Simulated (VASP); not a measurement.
# SrO (Fm-3m) in VASP: notebook, part 2 of 2

VASP 6.6.1. Earlier steps stand in the parts before.

**3. Single point, r2SCAN**

This run uses another cell than the first one, of 17.17 Å³/atom, 1.012 times its volume.

POSCAR reads:

```
SrO
1.0
    0.0000000000      2.5799196629      2.5799196629
    2.5799196629      0.0000000000      2.5799196629
    2.5799196629      2.5799196629      0.0000000000
Sr O
1 1
Direct
    0.5000000000      0.5000000000      0.5000000000
    0.0000000000      0.0000000000      0.0000000000
```

INCAR.step1 reads:

```
SYSTEM = SrO
ALGO = Normal
EDIFF = 1E-4
ENCUT = 520
GGA = PE
ISMEAR = 0
LASPH = .True.
LCHARG = .False.
LREAL = .False.
LWAVE = .True.
NBANDS = 15
NELM = 60
PREC = Accurate
SIGMA = 0.05
```

INCAR.step2 reads:

```
SYSTEM = SrO
ALGO = Normal
EDIFF = 1E-6
ENCUT = 520
ISIF = 2
ISMEAR = 0
ISTART = 1
LASPH = .True.
LCHARG = .False.
LMIXTAU = .True.
LREAL = .False.
LWAVE = .False.
METAGGA = R2SCAN
NBANDS = 15
NELM = 60
PREC = Accurate
SIGMA = 0.05
```

KPOINTS reads:

```
k-points
0
Gamma
  8 8 8
  0 0 0
```

Potentials or basis: VASP PAW PBE potentials, release 64 (Sr_sv, O).

Run with:

```bash
$ cat potpaw_PBE.64/Sr_sv/POTCAR potpaw_PBE.64/O/POTCAR > POTCAR
$ cp INCAR.step1 INCAR
$ mpirun -np 1 vasp_std > vasp.out
$ cp INCAR.step2 INCAR
$ mpirun -np 1 vasp_std > vasp.out
```

OUTCAR:

```text
SYSTEM = SrO
   EDIFF = 1E-6
   ENCUT = 520
   ISIF = 2
   ISMEAR = 0
   ISTART = 1
   LASPH = .True.
   LREAL = .False.
   METAGGA = R2SCAN
   NELM = 60
   PREC = Accurate

 ion  position               nearest neighbor table
   1  0.500  0.500  0.500-   2 2.58   2 2.58   2 2.58   2 2.58   2 2.58   2 2.58
   2  0.000  0.000  0.000-   1 2.58   1 2.58   1 2.58   1 2.58   1 2.58   1 2.58

  LATTYP: Found a face centered cubic cell.
 ALAT       =     5.1598393258

  Lattice vectors:

 A1 = (   0.0000000000,   2.5799196629,   2.5799196629)
 A2 = (   2.5799196629,   0.0000000000,   2.5799196629)
 A3 = (   2.5799196629,   2.5799196629,   0.0000000000)

Analysis of symmetry for initial positions (statically):
=====================================================================
 Subroutine PRICEL returns:
 Original cell was already a primitive cell.

 Routine SETGRP: Setting up the symmetry group for a
 face centered cubic supercell.

 Subroutine GETGRP returns: Found 48 space group operations
 (whereof 48 operations were pure point group operations)
 out of a pool of 48 trial point group operations.

The static configuration has the point symmetry O_h .

Analysis of symmetry for dynamics (positions and initial velocities):
=====================================================================
 Subroutine PRICEL returns:
 Original cell was already a primitive cell.

 Routine SETGRP: Setting up the symmetry group for a
 face centered cubic supercell.

 Subroutine GETGRP returns: Found 48 space group operations
 (whereof 48 operations were pure point group operations)
 out of a pool of 48 trial point group operations.

The dynamic configuration has the point symmetry O_h .

 Subroutine INISYM returns: Found 48 space group operations
 (whereof 48 operations are pure point group operations),
 and found     1 'primitive' translations

----------------------------------------------------------------------------------------

                                     Primitive cell

  volume of cell :      34.3438

  direct lattice vectors                    reciprocal lattice vectors
     0.000000000  2.579919663  2.579919663    -0.193804484  0.193804484  0.193804484
     2.579919663  0.000000000  2.579919663     0.193804484 -0.193804484  0.193804484
     2.579919663  2.579919663  0.000000000     0.193804484  0.193804484 -0.193804484

  length of vectors
     3.648557377  3.648557377  3.648557377     0.335679214  0.335679214  0.335679214

  position of ions in fractional coordinates (direct lattice)
     0.500000000  0.500000000  0.500000000
     0.000000000  0.000000000  0.000000000

  ion indices of the primitive-cell ions
   primitive index   ion index
                 1           1
                 2           2

----------------------------------------------------------------------------------------

 KPOINTS: k-points

Automatic generation of k-mesh.
 Grid dimensions read from file:
 generate k-points for:    8    8    8

 Generating k-lattice:

  Cartesian coordinates                     Fractional coordinates (reciprocal lattice)
    -0.024225561  0.024225561  0.024225561     0.125000000  0.000000000  0.000000000
     0.024225561 -0.024225561  0.024225561     0.000000000  0.125000000  0.000000000
     0.024225561  0.024225561 -0.024225561     0.000000000  0.000000000  0.125000000

  Length of vectors
     0.041959902  0.041959902  0.041959902

  Shift w.r.t. Gamma in fractional coordinates (k-lattice)
     0.000000000  0.000000000  0.000000000

 Subroutine IBZKPT returns following result:
 ===========================================

 Found     29 irreducible k-points:

 Following reciprocal coordinates:
            Coordinates               Weight
  0.000000  0.000000  0.000000      1.000000
  0.125000  0.000000  0.000000      8.000000
  0.250000  0.000000  0.000000      8.000000
  0.375000  0.000000  0.000000      8.000000
  0.500000  0.000000  0.000000      4.000000
  0.125000  0.125000  0.000000      6.000000
[... 16 lines left out ...]
  0.500000  0.250000  0.125000     48.000000
 -0.375000  0.250000  0.125000     24.000000
 [... further k-points ...]
   k-points           NKPTS =     29   k-points in BZ     NKDIM =     29   number of bands    NBANDS=     15
   number of dos      NEDOS =    301   number of ions     NIONS =      2
   total plane-waves  NPLWV =  21952
   dimension x,y,z NGX =    28 NGY =   28 NGZ =   28
   dimension x,y,z NGXF=    56 NGYF=   56 NGZF=   56
   ions per type =               1   1
   NGX,Y,Z   is equivalent  to a cutoff of  12.76, 12.76, 12.76 a.u.
   NGXF,Y,Z  is equivalent  to a cutoff of  25.52, 25.52, 25.52 a.u.
 SYSTEM =  SrO
   PREC   = accura    normal or accurate (medium, high low for compatibility)
   ISTART =      1    job   : 0-new  1-cont  2-samecut
   ICHARG =      0    charge: 1-file 2-atom 10-const
   ISPIN  =      1    spin polarized calculation?
   LNONCOLLINEAR =      F non collinear calculations
   LSORBIT =      F    spin-orbit coupling
   LASPH  =      T    aspherical Exc in radial PAW
   ENCUT  =  520.0 eV  38.22 Ry    6.18 a.u.   6.78  6.78  6.78*2*pi/ulx,y,z
   NELM   =     60;   NELMIN=  2; NELMDL=  0     # of ELM steps
   EDIFF  = 0.1E-05   stopping-criterion for ELM
   LREAL  =      F    real-space projection
   EDIFFG = 0.1E-04   stopping-criterion for IOM
   NSW    =      0    number of steps for IOM
   IBRION =     -1    ionic relax: 0-MD 1-quasi-New 2-CG
   NFREE  =      0    steps in history (QN), initial steepest desc. (CG)
   ISIF   =      2    stress and relaxation
   ISYM   =      2    0-nonsym 1-usesym 2-fastsym
   POTIM  = 0.5000    time-step for ionic-motion
   TEBEG  =    0.0;   TEEND  =   0.0 temperature during run
   PSTRESS=    0.0 pullay stress
   NELECT =      16.0000    total number of electrons
   NUPDOWN=      -1.0000    fix difference up-down
   EMIN   =  10.00;   EMAX   =-10.00  energy-range for DOS
   EFERMI =   0.00;   METHOD = LEGACY
   ISMEAR =     0;   SIGMA  =   0.05  broadening in eV -4-tet -1-fermi 0-gaus
   EFERMI_NEDOS =   21; number of points for ismear=-14 and -15
   IALGO  =     38    algorithm
   IMIX   =      4    mixing-type and parameters
     AMIX     =   0.40;   BMIX     =  1.00
     AMIX_MAG =   1.60;   BMIX_MAG =  1.00
  volume/ion in A,a.u.               =      17.17       115.88
  Fermi-wavevector in a.u.,A,eV,Ry     =   1.269108  2.398267 21.914027  1.610636
  Thomas-Fermi vector in A             =   2.402167
   LORBIT       =      0    0 simple, 1 ext, 2 COOP (PROOUT), +10 PAW based schemes
   METAGGA = R2SCAN    functional components
   LHFCALC =     F    Hartree Fock is set to
   AEXX    =    0.0000 exact exchange contribution
   IVDW    =     0    specifies the selected vdW correction
   LEPSILON=     F    determine dielectric tensor
   LRPA    =     F    only Hartree local field effects (RPA)
 non-spin polarized calculation
 Gauss-broadening in eV      SIGMA  =   0.05
  energy-cutoff  :      520.00
  volume of cell :       34.34
 maximum number of plane-waves:       941
   NGX = 13   NGY = 13   NGZ = 13

 number of electron      15.9999998 magnetization

 Free energy of the ion-electron system (eV)
  ---------------------------------------------------
  ext. energy  EPLUGINS =         0.00000000
  ---------------------------------------------------
  free energy    TOTEN  =       -27.05567820 eV

  energy without entropy =      -27.05567820  energy(sigma->0) =      -27.05567820

 E-fermi :   1.5233     XC(G=0): -10.5326

 val. band max:        1.2937826840   @ k =   0.0000   0.0000   0.0000
 cond. band min:       5.0414914873   @ k =   0.5000   0.5000   0.0000
 fundamental gap:      3.7477088033
 Fermi energy:         1.5233004368

 k-point     1 :       0.0000    0.0000    0.0000
  band No.  band energies     occupation
      1     -32.2156      2.00000
      2     -14.7215      2.00000
      3     -13.2494      2.00000
      4     -13.2494      2.00000
      5     -13.2494      2.00000
      6       1.2938      2.00000
      7       1.2938      2.00000
      8       1.2938      2.00000
      9       5.8757      0.00000
     10       8.0476      0.00000
     11       8.0476      0.00000
     12       8.0476      0.00000
     13      10.3452      0.00000
     14      10.3452      0.00000
     15      14.5387      0.00000
[... 397 lines left out ...]
 k-point    24 :      -0.3750    0.2500    0.1250
  band No.  band energies     occupation
      1     -32.0624      2.00000
      2     -15.7526      2.00000
      3     -13.6149      2.00000
      4     -13.4697      2.00000
      5     -12.5717      2.00000
      6      -0.2323      2.00000
      7       0.4466      2.00000
      8       0.5215      2.00000
      9       8.1701      0.00000
     10       8.5431      0.00000
     11      11.2227      0.00000
     12      11.3606      0.00000
     13      13.5535      0.00000
     14      14.8650      0.00000
     15      15.5570      0.00000

 [... further k-points ...]
[... 5 lines left out ...]
  --------------------------------------------------------------------------------------
  -------------------------------------------------------------------------------------
  Total        0.1123263      0.1123263      0.1123263     -0.0000000     -0.0000000      0.0000000
  in kB        5.2401475      5.2401475      5.2401475     -0.0000000     -0.0000000      0.0000000
  external PRESSURE =       5.2401475 kB  Pullay stress =       0.0000000 kB

 VOLUME and BASIS-vectors are now :
 -----------------------------------------------------------------------------
  energy-cutoff  :      520.00
  volume of cell :       34.34
      direct lattice vectors                 reciprocal lattice vectors
     0.000000000  2.579919663  2.579919663    -0.193804484  0.193804484  0.193804484
     2.579919663  0.000000000  2.579919663     0.193804484 -0.193804484  0.193804484
     2.579919663  2.579919663  0.000000000     0.193804484  0.193804484 -0.193804484

 POSITION                                       TOTAL-FORCE (eV/Angst)
 -----------------------------------------------------------------------------------
      2.57992      2.57992      2.57992         0.000000     -0.000000      0.000000
      0.00000      0.00000      0.00000        -0.000000      0.000000     -0.000000
 -----------------------------------------------------------------------------------
    total drift:                                0.000000      0.000000      0.000000

  FREE ENERGIE OF THE ION-ELECTRON SYSTEM (eV)
  ---------------------------------------------------
  free  energy   TOTEN  =       -27.0556782036 eV

  energy  without entropy=      -27.0556782036  energy(sigma->0) =      -27.05567820
```

Wall time 66 s (1 thread of AMD EPYC 7R13 (Zen 3), shared host); peak memory 0.14 GiB.

What came out:

* Free energy: -27.0557 eV
* Pressure: 0.5 GPa
* Band gap on the k mesh: 3.75 eV, indirect (least direct gap 3.84 eV)

Caveat: the PAW data sets were made with another functional, which shifts forces and pressure a little. A k mesh can miss the band edges.

**4. Single point, r2SCAN+rVV10 (volume scaled by 1.02)**

POSCAR reads:

```
SrO
1.0
    0.0000000000      2.5872647066      2.5872647066
    2.5872647066      0.0000000000      2.5872647066
    2.5872647066      2.5872647066      0.0000000000
Sr O
1 1
Direct
    0.5000000000      0.5000000000      0.5000000000
    0.0000000000      0.0000000000      0.0000000000
```

INCAR.step1 reads:

```
SYSTEM = SrO
PREC = Accurate
ENCUT = 520
ISMEAR = 0
SIGMA = 0.05
LREAL = .FALSE.
LASPH = .TRUE.
NELM = 80
NBANDS = 15
GGA = PE
ALGO = Normal
EDIFF = 1E-4
LWAVE = .TRUE.
LCHARG = .FALSE.
```

INCAR.step2 reads:

```
SYSTEM = SrO
PREC = Accurate
ENCUT = 520
EDIFF = 1E-7
ISMEAR = 0
SIGMA = 0.05
LREAL = .FALSE.
LASPH = .TRUE.
NELM = 80
ALGO = Normal
ISIF = 2
LWAVE = .FALSE.
LCHARG = .FALSE.
METAGGA = R2SCAN
LMIXTAU = .TRUE.
LUSE_VDW = .TRUE.
IVDW_NL = 2
BPARAM = 11.95
CPARAM = 0.0093
NBANDS = 15
ISTART = 1
```

KPOINTS reads:

```
Automatic mesh
0
G
  8 8 8
  0 0 0
```

Run with:

```bash
$ cat potpaw_PBE.64/Sr_sv/POTCAR potpaw_PBE.64/O/POTCAR > POTCAR
$ cp INCAR.step1 INCAR
$ mpirun -np 1 vasp_std > vasp.out
$ cp INCAR.step2 INCAR
$ mpirun -np 1 vasp_std > vasp.out
```

It took 93 s on 1 thread of AMD EPYC 7R13 (Zen 3), shared host; peak memory 0.24 GiB.

It converged, with:

```yaml
Free_energy: -26.6564 eV
Pressure: -1.2 GPa
Band_gap_on_the_k_mesh: 3.71 eV, indirect (least direct gap 3.80 eV)
```

Levels at points of the mesh, in eV from the valence-band top:
```csv
k point,band 5,band 6,band 7,band 8,band 9,band 10,band 11,band 12
"(0.00, 0.00, 0.00)",-14.54,0.00,0.00,0.00,4.45,6.72,6.72,6.72
"(0.50, 0.00, 0.00)",-13.55,-2.10,-1.10,-1.10,7.00,8.85,9.37,9.37
"(0.50, 0.50, 0.00)",-14.88,-0.46,-0.10,-0.10,3.71,8.36,10.81,10.87
```

Caveat: the cell differs from its parent crystal (volume scaled by 1.02); the PAW data sets were made with another functional, which shifts forces and pressure a little. A k mesh can miss the band edges.

**5. Single point, r2SCAN (volume scaled by 1.02)**

POSCAR reads:

```
SrO
1.0
    0.0000000000      2.5970057215      2.5970057215
    2.5970057215      0.0000000000      2.5970057215
    2.5970057215      2.5970057215      0.0000000000
Sr O
1 1
Direct
    0.5000000000      0.5000000000      0.5000000000
    0.0000000000      0.0000000000      0.0000000000
```

INCAR.step1 reads:

```
ALGO = Normal
EDIFF = 1E-4
ENCUT = 520
GGA = PE
ISMEAR = 0
LASPH = T
LCHARG = F
LREAL = F
LWAVE = T
NBANDS = 15
NELM = 60
PREC = Accurate
SIGMA = 0.05
```

INCAR.step2 reads:

```
ALGO = Normal
EDIFF = 1E-7
ENCUT = 520
ISIF = 2
ISMEAR = 0
ISTART = 1
LASPH = T
LCHARG = F
LMIXTAU = T
LREAL = F
LWAVE = F
METAGGA = R2SCAN
NBANDS = 15
NELM = 60
PREC = Accurate
SIGMA = 0.05
```

KPOINTS reads:

```
k-points
0
Gamma
  8 8 8
```

Run with:

```bash
$ cat potpaw_PBE.64/Sr_sv/POTCAR potpaw_PBE.64/O/POTCAR > POTCAR
$ cp INCAR.step1 INCAR
$ mpirun -np 1 vasp_std > vasp.out
$ cp INCAR.step2 INCAR
$ mpirun -np 1 vasp_std > vasp.out
```

It took 70 s on 1 thread of AMD EPYC 7R13 (Zen 3), shared host; peak memory 0.14 GiB.

Results (log left out):

```yaml
Free_energy: -27.0545 eV
Pressure: -1.3 GPa
Band_gap_on_the_k_mesh: 3.76 eV, indirect (least direct gap 3.86 eV)
```

Levels at points of the mesh, in eV from the valence-band top:
```tsv
k point	band 5	band 6	band 7	band 8	band 9	band 10	band 11	band 12
(0.00, 0.00, 0.00)	-14.64	0.00	0.00	0.00	4.44	6.71	6.71	6.71
(0.50, 0.00, 0.00)	-13.63	-2.06	-1.07	-1.07	6.98	8.83	9.31	9.31
(0.50, 0.50, 0.00)	-14.96	-0.48	-0.11	-0.11	3.76	8.29	10.72	10.84
```

Caveat: the cell differs from its parent crystal (volume scaled by 1.02); the PAW data sets were made with another functional, which shifts forces and pressure a little.

**6. Single point, r2SCAN+rVV10 (volume scaled by 1.04)**

POSCAR reads:

```
SrO
1.0
    0.0000000000      2.6040655976      2.6040655976
    2.6040655976      0.0000000000      2.6040655976
    2.6040655976      2.6040655976      0.0000000000
Sr O
1 1
Direct
    0.5000000000      0.5000000000      0.5000000000
    0.0000000000      0.0000000000      0.0000000000
```

INCAR.step1 reads:

```
SYSTEM = SrO
PREC     = Accurate       ! precision mode
ENCUT    = 520            ! plane-wave cutoff, eV
ISMEAR   = 0              ! smearing method
SIGMA    = 0.05           ! smearing width, eV
LREAL    = .FALSE.        ! projectors in reciprocal space
LASPH    = .TRUE.         ! aspherical terms in the spheres
NELM     = 100            ! most SCF steps
NBANDS   = 15             ! bands
GGA      = PE             ! functional
ALGO     = Normal         ! electronic algorithm
EDIFF    = 1E-4           ! SCF threshold, eV
LWAVE    = .TRUE.         ! write WAVECAR
LCHARG   = .FALSE.        ! write CHGCAR
```

INCAR.step2 reads:

```
SYSTEM = SrO
PREC     = Accurate       ! precision mode
ENCUT    = 520            ! plane-wave cutoff, eV
EDIFF    = 1E-6           ! SCF threshold, eV
ISMEAR   = 0              ! smearing method
SIGMA    = 0.05           ! smearing width, eV
LREAL    = .FALSE.        ! projectors in reciprocal space
LASPH    = .TRUE.         ! aspherical terms in the spheres
NELM     = 100            ! most SCF steps
ALGO     = Normal         ! electronic algorithm
ISIF     = 2              ! what is computed and relaxed
LWAVE    = .FALSE.        ! write WAVECAR
LCHARG   = .TRUE.         ! write CHGCAR
METAGGA  = R2SCAN         ! meta-GGA
LMIXTAU  = .TRUE.       
LUSE_VDW = .TRUE.       
IVDW_NL  = 2            
BPARAM   = 11.95        
CPARAM   = 0.0093       
LELF     = .TRUE.         ! ELF
LVHAR    = .TRUE.       
NBANDS   = 15             ! bands
ISTART   = 1
```

KPOINTS reads:

```
Automatic mesh
0
G
  8 8 8
  0 0 0
```

Potentials or basis: VASP PAW PBE potentials, release 64 (Sr_sv, O).

Run with:

```bash
$ cat potpaw_PBE.64/Sr_sv/POTCAR potpaw_PBE.64/O/POTCAR > POTCAR
$ cp INCAR.step1 INCAR
$ mpirun -np 1 vasp_std > vasp.out
$ cp INCAR.step2 INCAR
$ mpirun -np 1 vasp_std > vasp.out
```

It took 92 s on 1 thread of AMD EPYC 7R13 (Zen 3), shared host; peak memory 0.24 GiB.

It converged, with:

- Free energy: -26.6481 eV
- Pressure: -2.9 GPa
- Band gap on the k mesh: 3.71 eV, indirect (least direct gap 3.82 eV)

Levels at points of the mesh, in eV from the valence-band top:
| k point | band 5 | band 6 | band 7 | band 8 | band 9 | band 10 | band 11 | band 12 |
| --- | --- | --- | --- | --- | --- | --- | --- | --- |
| (0.00, 0.00, 0.00) | -14.63 | 0.00 | 0.00 | 0.00 | 4.31 | 6.67 | 6.67 | 6.67 |
| (0.50, 0.00, 0.00) | -13.65 | -2.06 | -1.06 | -1.06 | 6.91 | 8.69 | 9.26 | 9.26 |
| (0.50, 0.50, 0.00) | -14.95 | -0.50 | -0.11 | -0.11 | 3.71 | 8.21 | 10.68 | 10.69 |

Caveat: the cell differs from its parent crystal (volume scaled by 1.04); the PAW data sets were made with another functional, which shifts forces and pressure a little.

**7. The runs side by side**

| level | cell | gap on the mesh (eV) | pressure (GPa) |
| --- | --- | --- | --- |
| r2SCAN | a = 3.634 Å, angles 60.0°, 2 atoms | 3.74 | 1.7 |
| r2SCAN | a = 3.649 Å, angles 60.0°, 2 atoms | 3.75 | 0.5 |
| r2SCAN+rVV10 | a = 3.659 Å, angles 60.0°, 2 atoms | 3.71 | -1.2 |
| r2SCAN | a = 3.673 Å, angles 60.0°, 2 atoms | 3.76 | -1.3 |
| r2SCAN+rVV10 | a = 3.683 Å, angles 60.0°, 2 atoms | 3.71 | -2.9 |

Alike in all rows: task single point; potentials or basis VASP PAW PBE potentials, release 64 (Sr_sv, O); no spin polarisation; k mesh 8 × 8 × 8; cutoff (eV) 520; smearing gaussian 0.05 eV.

Caveats: the PAW data sets were made with another functional, which shifts forces and pressure a little.

Total energies depend on the potentials used, so only differences within one code and one set of settings carry meaning.
